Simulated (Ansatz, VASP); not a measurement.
## One calculation of NaLiCl2, two programs

```
Na Li Cl
1.0
     1.83685    1.06051    6.08457
    -1.83685    1.06051    6.08457
     0.00000   -2.12101    6.08457
Na Li Cl
1 1 2
Direct
  0.00000 0.00000 0.00000
  0.50000 0.50000 0.50000
  0.75762 0.75762 0.75762
  0.24238 0.24238 0.24238
```

Alike in both runs: task relaxation of cell and atoms; functional LDA; k mesh 9 × 9 × 9; no spin polarisation.

|  | VASP | Ansatz |
| --- | --- | --- |
| version | VASP 6.6.1 | Ansatz 0.2.0 |
| potentials or method | VASP PAW LDA potentials, release 64 (Na_pv, Li_sv, Cl), cutoff 600 eV | scalar-relativistic, plane waves, PAW |
| occupations | gaussian, width 0.01 eV | fixed |
| valence electrons in the cell | 24 | 26 |

```tsv
	VASP	Ansatz	Ansatz less VASP
gap on the k mesh at the Fermi level, each at its own relaxed structure (eV)	5.61	5.60	-0.011
relaxed volume (Å³/atom)	17.79	17.79	-0.001
relaxed length of the cell vector where the two differ most in proportion (Å)	6.446	6.446	-0.0005
```

LDA's correlation is that of Perdew and Zunger in VASP and of Perdew and Wang (1992) in Ansatz. VASP's potentials hold 24 valence electrons a cell and Ansatz's 26, so a difference there can come from the potentials and not from the codes.

Noted on VASP's run: the cutoff is under 1.25 times that of the potentials, so the pressure is a little rough.
